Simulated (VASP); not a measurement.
A run of VASP 6.6.1 is set up as follows.

INCAR

```
  PREC = Accurate
  ENCUT = 600
  EDIFF = 1E-7
  ISMEAR = 1
  SIGMA = 0.1
  LREAL = F
  LASPH = T
  NELM = 80
  ALGO = Normal
  ISIF = 3
  LWAVE = F
  LCHARG = F
  GGA = PE
  IVDW = 12
  IBRION = 2
  NSW = 90
  EDIFFG = -0.005
  KPAR = 2
```

File KPOINTS:

```
Automatic mesh
0
Gamma
  12 12 6
```

POSCAR

```
TiTe2                                   
1.0
    3.6984931453     -0.0000000000     -0.0000000000
   -1.8492465726      3.2029890195      0.0000000000
   -0.0000000000      0.0000000000      6.3674408730
  Ti              Te            
     1     2
Direct
     0.0000000000000000    0.0000000000000000    0.0000000000000000
     0.6666666667000030    0.3333333332999970    0.2717248387155200
     0.3333333332999970    0.6666666667000030    0.7282751612844799
```

Potentials or basis: VASP PAW PBE potentials, release 64 (Ti_sv, Te).

The run is started by

```console
$ cat potpaw_PBE.64/Ti_sv/POTCAR potpaw_PBE.64/Te/POTCAR > POTCAR
$ mpirun -np 2 vasp_std > vasp.out
```

**Question.** Estimate the band gap on the k mesh.

**Answer.** Zero (bands 12 and 13 overlap by 0.84 eV).

**Question.** Predict the space group after relaxing (to 0.1 Å).

**Answer.** P-3m1 (No. 164).

**Question.** Estimate the relaxed cell.

**Answer.** a = 3.696 Å, b = 3.696 Å, c = 6.373 Å, α = 90.00°, β = 90.00°, γ = 120.00°.

**Question.** Predict the dispersion energy per atom.

**Answer.** -0.524 eV.

Forces on the atoms (eV/Å):
```
Ti   0.000  0.000  0.000
Te   0.000  0.000 -0.004
Te   0.000  0.000  0.004
```

Caveat: spin-orbit coupling is left out, which moves the levels of the heavy elements.
